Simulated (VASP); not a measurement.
CuSi16 (a cell with a defect), 17 atoms in the cell. The cell holds a defect, 17 atoms: a = 7.679 Å, b = 7.679 Å, c = 7.679 Å, α = 60.00°, β = 60.00°, γ = 60.00°. 

| Quantity | Value |
| --- | --- |
| Program | VASP 6.6.1 |
| Task | single point |
| Functional | PBE |
| Potentials or basis | VASP PAW PBE potentials, release 64 (Si, Cu) |
| Cutoff | 520 eV |
| k mesh | 2 × 2 × 2 |
| Occupations | fermi-dirac, width 0.02 eV |
| Spin | no spin polarisation |
| Dipole correction | no |
| Charge | 1 |
| Further INCAR settings | LREAL = Auto; ALGO = Normal; EDIFF = 1e-06; NBANDS = 52; NELECT = 74.0 |

Potentials or basis: VASP PAW PBE potentials, release 64 (Si, Cu).

The run is started by

```sh
$ cat potpaw_PBE.64/Si/POTCAR potpaw_PBE.64/Cu/POTCAR > POTCAR
$ mpirun -np 1 vasp_std > vasp.out
```

Hardware: 1 thread of Intel(R) Xeon(R) Platinum 8488C (Sapphire Rapids), with other jobs on the host.

Q: Estimate the wall time of this run.

A: Wall time 5.8 min on 1 thread of Intel(R) Xeon(R) Platinum 8488C (Sapphire Rapids), with other jobs on the host, peak memory 0.49 GiB. Counts: scf iterations 20, k points 8.
